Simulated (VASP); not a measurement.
# ZnS (P6_3mc) in VASP: notebook, part 2 of 2

VASP 6.6.1.

### 3 Single point, r2SCAN (17.24 Å³/atom)

This run uses another cell than the first one, of 17.24 Å³/atom.

POSCAR reads:

```
ZnS
1.0
    3.6431478913      0.0000000000      0.0000000000
   -1.8215739456      3.1550586236      0.0000000000
    0.0000000000      0.0000000000      6.0008795477
Zn S
2 2
Direct
    0.3333333333      0.6666666667      0.0060894717
    0.6666666667      0.3333333333      0.5060894717
    0.3333333333      0.6666666667      0.3789105283
    0.6666666667      0.3333333333      0.8789105283
```

INCAR.step1 reads:

```
ALGO = Normal
EDIFF = 1E-4
ENCUT = 520
GGA = PE
ISMEAR = 0
LASPH = True
LCHARG = False
LREAL = False
LWAVE = True
NBANDS = 26
NELM = 100
PREC = Accurate
SIGMA = 0.02
```

INCAR.step2 reads:

```
ALGO = Normal
EDIFF = 1E-7
ENCUT = 520
ISIF = 2
ISMEAR = 0
ISTART = 1
LASPH = True
LCHARG = True
LELF = True
LMIXTAU = True
LREAL = False
LVHAR = True
LWAVE = False
METAGGA = R2SCAN
NBANDS = 26
NELM = 100
PREC = Accurate
SIGMA = 0.02
```

KPOINTS reads:

```
k-points
0
Gamma
  6 6 4
```

Potentials or basis: VASP PAW PBE potentials, release 64 (Zn, S).

Launch:

```
> cat potpaw_PBE.64/Zn/POTCAR potpaw_PBE.64/S/POTCAR > POTCAR
> cp INCAR.step1 INCAR
> mpirun -np 1 vasp_std > vasp.out
> cp INCAR.step2 INCAR
> mpirun -np 1 vasp_std > vasp.out
```

OUTCAR:

```text
EDIFF = 1E-7
   ENCUT = 520
   ISIF = 2
   ISMEAR = 0
   ISTART = 1
   LASPH = True
   LREAL = False
   METAGGA = R2SCAN
   NELM = 100
   PREC = Accurate

 ion  position               nearest neighbor table
   1  0.333  0.667  0.006-   3 2.24   4 2.24   4 2.24   4 2.24
   2  0.667  0.333  0.506-   4 2.24   3 2.24   3 2.24   3 2.24
   3  0.333  0.667  0.379-   1 2.24   2 2.24   2 2.24   2 2.24
   4  0.667  0.333  0.879-   2 2.24   1 2.24   1 2.24   1 2.24

  LATTYP: Found a hexagonal cell.
 ALAT       =     3.6431478913
 C/A-ratio  =     1.6471688020

  Lattice vectors:

 A1 = (   3.6431478913,   0.0000000000,   0.0000000000)
 A2 = (  -1.8215739456,   3.1550586236,   0.0000000000)
 A3 = (   0.0000000000,   0.0000000000,   6.0008795477)

Analysis of symmetry for initial positions (statically):
=====================================================================
 Subroutine PRICEL returns:
 Original cell was already a primitive cell.

 Routine SETGRP: Setting up the symmetry group for a
 hexagonal supercell.

 Subroutine GETGRP returns: Found 12 space group operations
 (whereof  6 operations were pure point group operations)
 out of a pool of 24 trial point group operations.

The static configuration has the point symmetry C_3v.
 The point group associated with its full space group is C_6v.

Analysis of symmetry for dynamics (positions and initial velocities):
=====================================================================
 Subroutine PRICEL returns:
 Original cell was already a primitive cell.

 Routine SETGRP: Setting up the symmetry group for a
 hexagonal supercell.

 Subroutine GETGRP returns: Found 12 space group operations
 (whereof  6 operations were pure point group operations)
 out of a pool of 24 trial point group operations.

The dynamic configuration has the point symmetry C_3v.
 The point group associated with its full space group is C_6v.

 Subroutine INISYM returns: Found 12 space group operations
 (whereof  6 operations are pure point group operations),
 and found     1 'primitive' translations

----------------------------------------------------------------------------------------

                                     Primitive cell

  volume of cell :      68.9762

  direct lattice vectors                    reciprocal lattice vectors
     3.643147891  0.000000000  0.000000000     0.274487896  0.158475661  0.000000000
    -1.821573946  3.155058624  0.000000000     0.000000000  0.316951321  0.000000000
     0.000000000  0.000000000  6.000879548     0.000000000  0.000000000  0.166642238

  length of vectors
     3.643147891  3.643147891  6.000879548     0.316951321  0.316951321  0.166642238

  position of ions in fractional coordinates (direct lattice)
     0.333333333  0.666666667  0.006089472
     0.666666667  0.333333333  0.506089472
     0.333333333  0.666666667  0.378910528
     0.666666667  0.333333333  0.878910528

  ion indices of the primitive-cell ions
   primitive index   ion index
                 1           1
                 2           2
                 3           3
                 4           4

----------------------------------------------------------------------------------------

 KPOINTS: k-points

Automatic generation of k-mesh.
 Grid dimensions read from file:
 generate k-points for:    6    6    4

 Generating k-lattice:

  Cartesian coordinates                     Fractional coordinates (reciprocal lattice)
     0.045747983  0.026412610  0.000000000     0.166666667  0.000000000  0.000000000
     0.000000000  0.052825220  0.000000000     0.000000000  0.166666667  0.000000000
     0.000000000  0.000000000  0.041660560     0.000000000  0.000000000  0.250000000

  Length of vectors
     0.052825220  0.052825220  0.041660560

  Shift w.r.t. Gamma in fractional coordinates (k-lattice)
     0.000000000  0.000000000  0.000000000

 Subroutine IBZKPT returns following result:
 ===========================================

 Found     21 irreducible k-points:

 Following reciprocal coordinates:
            Coordinates               Weight
  0.000000  0.000000  0.000000      1.000000
  0.166667  0.000000  0.000000      6.000000
  0.333333  0.000000  0.000000      6.000000
  0.500000  0.000000  0.000000      3.000000
  0.166667  0.166667  0.000000      6.000000
  0.333333  0.166667  0.000000     12.000000
[... 13 lines left out ...]
  0.333333  0.166667  0.500000     12.000000
  0.333333  0.333333  0.500000      2.000000
   k-points           NKPTS =     21   k-points in BZ     NKDIM =     21   number of bands    NBANDS=     26
   number of dos      NEDOS =    301   number of ions     NIONS =      4
   total plane-waves  NPLWV =  37632
   dimension x,y,z NGX =    28 NGY =   28 NGZ =   48
   dimension x,y,z NGXF=    56 NGYF=   56 NGZF=   96
   ions per type =               2   2
   NGX,Y,Z   is equivalent  to a cutoff of  12.78, 12.78, 13.30 a.u.
   NGXF,Y,Z  is equivalent  to a cutoff of  25.55, 25.55, 26.60 a.u.
 SYSTEM =  unknown system
   PREC   = accura    normal or accurate (medium, high low for compatibility)
   ISTART =      1    job   : 0-new  1-cont  2-samecut
   ICHARG =      0    charge: 1-file 2-atom 10-const
   ISPIN  =      1    spin polarized calculation?
   LNONCOLLINEAR =      F non collinear calculations
   LSORBIT =      F    spin-orbit coupling
   LASPH  =      T    aspherical Exc in radial PAW
   ENCUT  =  520.0 eV  38.22 Ry    6.18 a.u.   6.77  6.77 11.16*2*pi/ulx,y,z
   NELM   =    100;   NELMIN=  2; NELMDL=  0     # of ELM steps
   EDIFF  = 0.1E-06   stopping-criterion for ELM
   LREAL  =      F    real-space projection
   EDIFFG = 0.1E-05   stopping-criterion for IOM
   NSW    =      0    number of steps for IOM
   IBRION =     -1    ionic relax: 0-MD 1-quasi-New 2-CG
   NFREE  =      0    steps in history (QN), initial steepest desc. (CG)
   ISIF   =      2    stress and relaxation
   ISYM   =      2    0-nonsym 1-usesym 2-fastsym
   POTIM  = 0.5000    time-step for ionic-motion
   TEBEG  =    0.0;   TEEND  =   0.0 temperature during run
   PSTRESS=    0.0 pullay stress
   NELECT =      36.0000    total number of electrons
   NUPDOWN=      -1.0000    fix difference up-down
   EMIN   =  10.00;   EMAX   =-10.00  energy-range for DOS
   EFERMI =   0.00;   METHOD = LEGACY
   ISMEAR =     0;   SIGMA  =   0.02  broadening in eV -4-tet -1-fermi 0-gaus
   EFERMI_NEDOS =   21; number of points for ismear=-14 and -15
   IALGO  =     38    algorithm
   IMIX   =      4    mixing-type and parameters
     AMIX     =   0.40;   BMIX     =  1.00
     AMIX_MAG =   1.60;   BMIX_MAG =  1.00
  volume/ion in A,a.u.               =      17.24       116.37
  Fermi-wavevector in a.u.,A,eV,Ry     =   1.318083  2.490815 23.637968  1.737342
  Thomas-Fermi vector in A             =   2.448078
   LORBIT       =      0    0 simple, 1 ext, 2 COOP (PROOUT), +10 PAW based schemes
   METAGGA = R2SCAN    functional components
   LHFCALC =     F    Hartree Fock is set to
   AEXX    =    0.0000 exact exchange contribution
   IVDW    =     0    specifies the selected vdW correction
   LEPSILON=     F    determine dielectric tensor
   LRPA    =     F    only Hartree local field effects (RPA)
 non-spin polarized calculation
 Gauss-broadening in eV      SIGMA  =   0.02
  energy-cutoff  :      520.00
  volume of cell :       68.98
 maximum number of plane-waves:      1878
 NGX is ok and might be reduce to    28
   NGX = 13   NGY = 13   NGZ = 23

 number of electron      35.9999994 magnetization

 Free energy of the ion-electron system (eV)
  ---------------------------------------------------
  ext. energy  EPLUGINS =         0.00000000
  ---------------------------------------------------
  free energy    TOTEN  =       -37.37505609 eV

  energy without entropy =      -37.37505609  energy(sigma->0) =      -37.37505609

 E-fermi :   3.3397     XC(G=0): -10.9785

 val. band max:        3.2359476534   @ k =   0.0000   0.0000   0.0000
 cond. band min:       6.6413506400   @ k =   0.0000   0.0000   0.0000
 fundamental gap:      3.4054029866
 Fermi energy:         3.3396974289

 k-point     1 :       0.0000    0.0000    0.0000
  band No.  band energies     occupation
      1     -11.5504      2.00000
      2     -10.3355      2.00000
      3      -3.9416      2.00000
      4      -3.9086      2.00000
      5      -3.9085      2.00000
      6      -3.7925      2.00000
[... 598 lines left out ...]
     25      13.5458      0.00000
     26      13.5458      0.00000

------------------------ aborting loop because EDIFF is reached ----------------------------------------

  FORCE on cell =-STRESS in cart. coord.  units (eV):
  Direction    XX          YY          ZZ          XY          YZ          ZX
  --------------------------------------------------------------------------------------
  -------------------------------------------------------------------------------------
  Total        5.6600231      5.6600231      5.7644872      0.0000000      0.0000000      0.0000000
  in kB      131.4709007    131.4709007    133.8973907      0.0000000      0.0000000      0.0000000
  external PRESSURE =     132.2797307 kB  Pullay stress =       0.0000000 kB

 VOLUME and BASIS-vectors are now :
 -----------------------------------------------------------------------------
  energy-cutoff  :      520.00
  volume of cell :       68.98
      direct lattice vectors                 reciprocal lattice vectors
     3.643147891  0.000000000  0.000000000     0.274487896  0.158475661  0.000000000
    -1.821573946  3.155058624  0.000000000     0.000000000  0.316951321  0.000000000
     0.000000000  0.000000000  6.000879548     0.000000000  0.000000000  0.166642238

 POSITION                                       TOTAL-FORCE (eV/Angst)
 -----------------------------------------------------------------------------------
     -0.00000      2.10337      0.03654        -0.000000     -0.000000      0.004831
      1.82157      1.05169      3.03698         0.000000      0.000000      0.004831
     -0.00000      2.10337      2.27380         0.000000      0.000000     -0.004831
      1.82157      1.05169      5.27424         0.000000      0.000000     -0.004831
 -----------------------------------------------------------------------------------
    total drift:                                0.000001      0.000001     -0.034938

  FREE ENERGIE OF THE ION-ELECTRON SYSTEM (eV)
  ---------------------------------------------------
  free  energy   TOTEN  =       -37.3750560851 eV

  energy  without entropy=      -37.3750560851  energy(sigma->0) =      -37.37505609
```

Run time: 4.3 min. Hardware: 1 thread of Intel Xeon 8259CL, shared host; peak memory 0.21 GiB.

Results:

```yaml
Free_energy: -37.3751 eV
Pressure: 13.2 GPa
Largest_force: 0.005 eV/Å
Band_gap_on_the_k_mesh: 3.41 eV
```

Forces on the atoms (eV/Å):
```
Zn   0.000  0.000  0.005
Zn   0.000  0.000  0.005
S    0.000  0.000 -0.005
S    0.000  0.000 -0.005
```

Levels at points of the mesh, in eV from the valence-band top:
```
           k point  band 16  band 17  band 18  band 19  band 20  band 21
(0.00, 0.00, 0.00)    -0.13     0.00     0.00     3.41     3.87     6.67
(0.50, 0.00, 0.00)    -2.82    -2.16    -1.12     3.89     5.05     5.30
(0.00, 0.00, 0.50)    -0.59    -0.59    -0.59     4.48     4.48     7.16
(0.50, 0.00, 0.50)    -2.06    -2.03    -2.03     3.91     3.91     5.52
```

Caveat: the cell stands under pressure; the PAW data sets were made with another functional, which shifts forces and pressure a little.

### 4 Single point, r2SCAN (17.83 Å³/atom)

This run uses another cell than the first one, of 17.83 Å³/atom.

POSCAR reads:

```
ZnS
1.0
    3.6840855637      0.0000000000      0.0000000000
   -1.8420427819      3.1905116879      0.0000000000
    0.0000000000      0.0000000000      6.0683108046
Zn S
2 2
Direct
    0.3333333333      0.6666666667      0.0060894717
    0.6666666667      0.3333333333      0.5060894717
    0.3333333333      0.6666666667      0.3789105283
    0.6666666667      0.3333333333      0.8789105283
```

INCAR.step1 reads:

```
SYSTEM = ZnS
  PREC = Accurate
  ENCUT = 520
  ISMEAR = 0
  SIGMA = 0.02
  LREAL = .FALSE.
  LASPH = .TRUE.
  NELM = 100
  NBANDS = 26
  GGA = PE
  ALGO = Normal
  EDIFF = 1E-4
  LWAVE = .TRUE.
  LCHARG = .FALSE.
```

INCAR.step2 reads:

```
SYSTEM = ZnS
  PREC = Accurate
  ENCUT = 520
  EDIFF = 1E-6
  ISMEAR = 0
  SIGMA = 0.02
  LREAL = .FALSE.
  LASPH = .TRUE.
  NELM = 100
  ALGO = Normal
  ISIF = 2
  LWAVE = .FALSE.
  LCHARG = .FALSE.
  METAGGA = R2SCAN
  LMIXTAU = .TRUE.
  NBANDS = 26
  ISTART = 1
```

KPOINTS reads:

```
regular mesh
0
G
  6 6 4
  0 0 0
```

Launch:

```
> cat potpaw_PBE.64/Zn/POTCAR potpaw_PBE.64/S/POTCAR > POTCAR
> cp INCAR.step1 INCAR
> mpirun -np 1 vasp_std > vasp.out
> cp INCAR.step2 INCAR
> mpirun -np 1 vasp_std > vasp.out
```

It took 3 min on 1 thread of Intel Xeon 8259CL, shared host; peak memory 0.2 GiB.

It converged, with:

```yaml
Free_energy: -37.5376 eV
Pressure: 9.1 GPa
Largest_force: 0.010 eV/Å
Band_gap_on_the_k_mesh: 3.24 eV
```

Forces in eV/Å, atoms in the order of the input:
```
Zn   0.000  0.000 -0.010
Zn   0.000  0.000 -0.010
S    0.000  0.000  0.010
S    0.000  0.000  0.010
```

Levels at points of the mesh, in eV from the valence-band top:
```tsv
k point	band 14	band 15	band 16	band 17	band 18	band 19	band 20	band 21	band 22	band 23
(0.00, 0.00, 0.00)	-1.07	-1.07	-0.13	0.00	0.00	3.24	3.82	6.71	6.71	6.94
(0.50, 0.00, 0.00)	-4.59	-3.85	-2.68	-2.05	-1.06	3.94	4.99	5.33	7.26	8.35
(0.00, 0.00, 0.50)	-3.17	-0.56	-0.56	-0.56	-0.56	4.40	4.40	7.20	7.20	7.20
(0.50, 0.00, 0.50)	-5.43	-1.96	-1.96	-1.93	-1.93	3.93	3.93	5.57	5.57	9.47
```

Caveat: the cell stands under pressure; the PAW data sets were made with another functional, which shifts forces and pressure a little.

### 5 Overview

| task | cell | cutoff (eV) | gap on the mesh (eV) | pressure (GPa) | largest force (eV/Å) |
| --- | --- | --- | --- | --- | --- |
| relaxation of shape and atoms at fixed volume | relaxed from a = 3.768, b = 3.768, c = 6.183 Å, angles 90.0, 90.0, 120.0°, 4 atoms | 600 | 2.93 | 2.6 | 0.01 |
| single point | a = 3.643, b = 3.643, c = 6.001 Å, angles 90.0, 90.0, 120.0°, 4 atoms | 520 | 3.41 | 13.2 | - |
| single point | a = 3.684, b = 3.684, c = 6.068 Å, angles 90.0, 90.0, 120.0°, 4 atoms | 520 | 3.24 | 9.1 | 0.01 |

Alike in all rows: level r2SCAN; potentials or basis VASP PAW PBE potentials, release 64 (Zn, S); no spin polarisation; k mesh 6 × 6 × 4; smearing gaussian 0.02 eV.

Caveats: the PAW data sets were made with another functional, which shifts forces and pressure a little; the cell stands under pressure (at least some runs); the relaxation stopped at its first step, so nothing moved (at least some runs).

Absolute energies hang on the potentials; compare differences alone.
